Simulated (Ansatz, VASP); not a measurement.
**Two plane-wave programs on TaN**

File INCAR:

```
SYSTEM = TaN
PREC = Accurate
ENCUT = 700
EDIFF = 1E-6
ISMEAR = 0
SIGMA = 0.15
LREAL = .FALSE.
LASPH = .TRUE.
NELM = 120
ALGO = Normal
ISIF = 2
LWAVE = .FALSE.
LCHARG = .TRUE.
GGA = PS
LELF = .TRUE.
LVHAR = .TRUE.
NBANDS = 16
GGA_COMPAT = .FALSE.
```

File KPOINTS:

```
regular mesh
0
G
  18 18 16
  0 0 0
```

File POSCAR:

```
TaN
1.0
    2.8509000000      0.0000000000      0.0000000000
   -1.4254500000      2.4689518237      0.0000000000
    0.0000000000      0.0000000000      2.9066000000
Ta N
1 1
Direct
    0.3333333333      0.6666666667      0.5000000000
    0.0000000000      0.0000000000      0.0000000000
```

Input for Ansatz:

```yaml
crystal:
  lattice:
    - [2.8509, 0.0, 0.0]
    - [-1.42545, 2.4689518237, 0.0]
    - [0.0, 0.0, 2.9066]
  atoms:
    - { symbol: Ta, position: [0.3333333333, 0.6666666667, 0.5] }
    - { symbol: "N", position: [0.0, 0.0, 0.0] }
basis:
  ecutwfc: 520.0
kpoints:
  mp_grid: { grid: [18, 18, 16] }
hamiltonian:
  xc: pbesol
scf:
  occupations: { method: gaussian, width: 0.15 }
output:
  forces: true
  stress: true
  eigenvalues: true
```

Alike in both runs: task single point; functional PBEsol; k mesh 18 × 18 × 16; occupations gaussian, width 0.15 eV; no spin polarisation.

|  | VASP | Ansatz |
| --- | --- | --- |
| version | VASP 6.6.1 | Ansatz 0.2.0 |
| potentials or method | VASP PAW PBE potentials, release 64 (Ta_sv_GW, N), cutoff 700 eV | scalar-relativistic, plane waves, PAW |
| valence electrons in the cell | 18 | 18 |

```tsv
	VASP	Ansatz	Ansatz less VASP
gap on the k mesh at the Fermi level (eV)	none	none	-
pressure (GPa)	14.3	14.2	-0.09
traceless stress, the component that is largest in VASP (GPa)	-16.22	-16.39	-0.169
```

VASP's potentials were made for PBE, not for PBEsol. A gap of «none» marks a metal or a gap that the smearing closes. With one functional, cell and mesh, what is left measures potentials, basis and numerics.

Spin-orbit coupling is off throughout.
